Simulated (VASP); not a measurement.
The system is InP.

```
CELL_PARAMETERS angstrom
0.00000 2.95381 2.95381
2.95381 0.00000 2.95381
2.95381 2.95381 0.00000
ATOMIC_POSITIONS crystal
In 0.00000 0.00000 0.00000
P 0.25000 0.25000 0.25000
```

Base run:

| Quantity | Value |
| --- | --- |
| Program | VASP 6.6.1 |
| Functional | HSE06 |
| Potentials or basis | VASP PAW PBE potentials, release 64 (In_d, P) |
| Cutoff | 520 eV |
| k mesh | 6 × 6 × 6 |
| Occupations | gaussian, width 0.01 eV |
| Spin | no spin polarisation |

Its results: band gap on the k mesh 1.35 eV, direct; pressure -0.4 GPa.

Task: The run is repeated on the same cell with these changes: functional from HSE06 to PBE; cutoff from 520 eV to 500 eV; k mesh from 6 × 6 × 6 to 4 × 4 × 4. What comes out?

Result: Band gap on the k mesh 0.57 eV, direct; pressure 1.8 GPa.

Several settings changed at once, so the effect can't be laid on one alone.

Caveats: some runs use coarse meshes; spin-orbit coupling is left out, which moves the levels of the heavy elements; the PAW data sets were made with another functional, which shifts forces and pressure a little (some runs).

